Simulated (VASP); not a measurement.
**H10CO5: single point with PBE+D3(BJ)**

System: H10CO5.

```
O H C
1.0
     5.83925    0.00000    0.00000
     0.00000    5.83925    0.00000
     0.00000    0.00000    5.83925
O H C
5 10 1
Cartesian
  1.4618 4.2800 5.3798
  2.8581 2.4606 3.9086
  1.0251 2.4571 1.9039
  4.9071 4.3357 3.1969
  4.0862 0.3105 -0.3254
  0.7074 4.4893 4.7304
  1.9581 3.6131 4.8221
  2.2565 2.2882 3.1273
  3.1822 1.6694 4.2835
  1.0964 3.0732 1.1525
  0.3680 3.0256 2.3917
  4.5464 5.1212 3.7354
  4.2184 3.6226 3.2958
  3.8508 -1.6134 0.3931
  3.0841 -0.1742 1.3914
  3.6591 -0.4934 0.5049
```

```json
{"Program": "VASP 6.6.1", "Task": "single point", "Functional": "PBE", "Dispersion": "D3(BJ)", "Potentials or basis": "VASP PAW PBE potentials, release 64 (O, H, C)", "Cutoff": "520 eV", "k mesh": "1 × 1 × 1", "Occupations": "fermi-dirac, width 0.02 eV", "Spin": "no spin polarisation", "Dipole correction": "no", "Further INCAR settings": "LREAL = Auto; ALGO = Normal; EDIFF = 1e-07; NBANDS = 36"}
```

The pressure is -1.8 GPa and the largest force is 2.675 eV/Å. The dispersion energy per atom is -0.031 eV.

Forces in eV/Å, atoms in the order of the input:
```
O   -1.146 -0.081 -1.281
O   -0.695  2.196 -1.359
O   -0.811  0.813  0.730
O   -0.602  0.845  0.657
O   -0.260 -0.235  0.195
H    0.825 -0.119  1.150
H    0.161 -0.028  0.410
H    0.046 -0.038  0.030
H    0.725 -2.033  1.067
H    0.637  0.015 -1.039
H    0.239 -0.620  0.292
H    0.586 -1.247 -0.639
H    0.078  0.281  0.318
H   -0.021  0.750  0.104
H   -0.024  0.094  0.076
C    0.262 -0.593 -0.713
```

Stress tensor (GPa, compression positive):
```
-1.49  0.22 -0.56
 0.22 -1.92 -0.97
-0.56 -0.97 -2.12
```

Levels at points of the mesh, in eV from the Fermi level:
```tsv
k point	band 18	band 19	band 20	band 21	band 22	band 23	band 24	band 25	band 26	band 27
(0.00, 0.00, 0.00)	-1.74	-1.47	-1.27	-1.04	-0.49	3.54	4.29	7.65	7.78	8.09
```

It took 28 s on 1 thread of AMD EPYC 7R13, with other jobs on the host, peak memory 0.27 GiB.

Caveat: the k points lie up to 1.08 Å⁻¹ apart, too coarse for converged energies, forces and pressures; the atoms stand as in a frame of molecular dynamics.
